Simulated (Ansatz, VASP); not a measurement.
Al in VASP and in Ansatz

```xyz
1
Lattice="0.0000 2.0080 2.0080 2.0080 0.0000 2.0080 2.0080 2.0080 0.0000" Properties=species:S:1:pos:R:3 pbc="T T T"
Al    0.0000    0.0000    0.0000
```

Alike in both runs: functional PBEsol; k mesh 16 × 16 × 16; no spin polarisation.

Ansatz relaxed the structure, and its values are those at the end. VASP's run is a single point on that final structure, the one shown.

```csv
,VASP,Ansatz
version,VASP 6.6.1,Ansatz 0.2.0
potentials or method,"VASP PAW PBE potentials, release 64 (Al)","plane waves, PAW"
plane-wave cutoff (eV),520,420
occupations,"fermi-dirac, width 0.1 eV",fermi-dirac
valence electrons in the cell,3,3
```

|  | VASP | Ansatz | Ansatz less VASP |
| --- | --- | --- | --- |
| pressure (GPa) | 0.0 | 0.0 | -0.06 |

VASP's potentials were made for PBE, not for PBEsol.
